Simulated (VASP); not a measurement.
Runs of VASP 6.6.1 on MgZn4O. The structure is that of space group F-43m (No. 216), or close to it. The cells are those of the table. 

```tsv
task	cell	cutoff (eV)	gap on the mesh (eV)	pressure (GPa)	relaxed volume (Å³/atom)	largest force (eV/Å)
relaxation of cell and atoms	relaxed from a = 4.763 Å, angles 60.0°, 6 atoms	600	none	-0.1	15.80	0.01
single point	a = 5.687 Å, angles 60.0°, 6 atoms	520	none	1.0	-	0.04
relaxation of cell and atoms	relaxed from a = 4.844 Å, angles 60.0°, 6 atoms	600	none	0.1	15.76	0.03
relaxation of cell and atoms	relaxed from a = 5.268 Å, angles 60.0°, 6 atoms	600	none	0.2	22.05	0.01
relaxation of cell and atoms	relaxed from a = 4.773 Å, angles 60.0°, 6 atoms	600	none	0.2	(a)	-
single point	a = 5.111 Å, angles 60.0°, 6 atoms	520	none	0.2	-	-
single point	a = 5.100 Å, angles 60.0°, 6 atoms	520	none	(b)	-	0.01
```

Alike in all rows: level PBE; potentials or basis VASP PAW PBE potentials, release 64 (Mg, Zn, O); no spin polarisation; k mesh 4 × 4 × 4; smearing gaussian 0.2 eV.

Q: Estimate the missing entries.

A: (a) 15.74; (b) 0.7.

Caveats: some runs use coarse meshes; the volume moved by over 15 % at a fixed basis, so the end points are rough (some runs); the relaxation stopped at a loose force limit of 0.08 eV/Å, so its end isn't a converged minimum (some runs).

A gap of «none» marks levels without a gap at the run's occupations.
